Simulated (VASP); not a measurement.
Set up this calculation in VASP 6.6.1, as the native input.

- Task: single point
- Functional: PBE
- Potentials or basis: VASP PAW PBE potentials, release 64 (B, P)
- Cutoff: 520 eV
- k mesh: 10 × 10 × 10
- Occupations: gaussian, width 0.05 eV
- Spin: no spin polarisation
- Dipole correction: no
- Further INCAR settings: ALGO = Normal; EDIFF = 1e-07; NBANDS = 11

The structure of BP lies in POSCAR:

```
BP
1.0
    0.0000000000      2.3082641451      2.2059273111
    2.3082641451      0.0000000000      2.2059273111
    2.3082641451      2.3082641451      0.0000000000
B P
1 1
Direct
    0.0000000000      0.0000000000      0.0000000000
    0.7500000000      0.7500000000      0.7500000000
```

This cell differs from its parent crystal: strain +0.015 along x and y, -0.030 along z.

These files were run (other wordings do the same):

INCAR

```
ALGO = Normal
EDIFF = 1E-7
ENCUT = 520
GGA = PE
ISIF = 2
ISMEAR = 0
LASPH = T
LCHARG = T
LELF = T
LREAL = F
LVHAR = T
LWAVE = F
NBANDS = 11
NELM = 100
PREC = Accurate
SIGMA = 0.05
```

KPOINTS

```
k-points
0
Gamma
  10 10 10
```

Potentials or basis: VASP PAW PBE potentials, release 64 (B, P).

Launch:

```console
$ cat potpaw_PBE.64/B/POTCAR potpaw_PBE.64/P/POTCAR > POTCAR
$ mpirun -np 1 vasp_std > vasp.out
```

Results of the run:

```json
{"Pressure": "-0.1 GPa", "Band gap on the k mesh": "0.58 eV, indirect (least direct gap 2.95 eV)"}
```

Caveat: the cell differs from its parent crystal (strain +0.015 along x and y, -0.030 along z).

Run time: 7.4 s on 1 thread of Intel(R) Xeon(R) 6975P-C (Granite Rapids), on a shared host, peak memory 0.14 GiB.
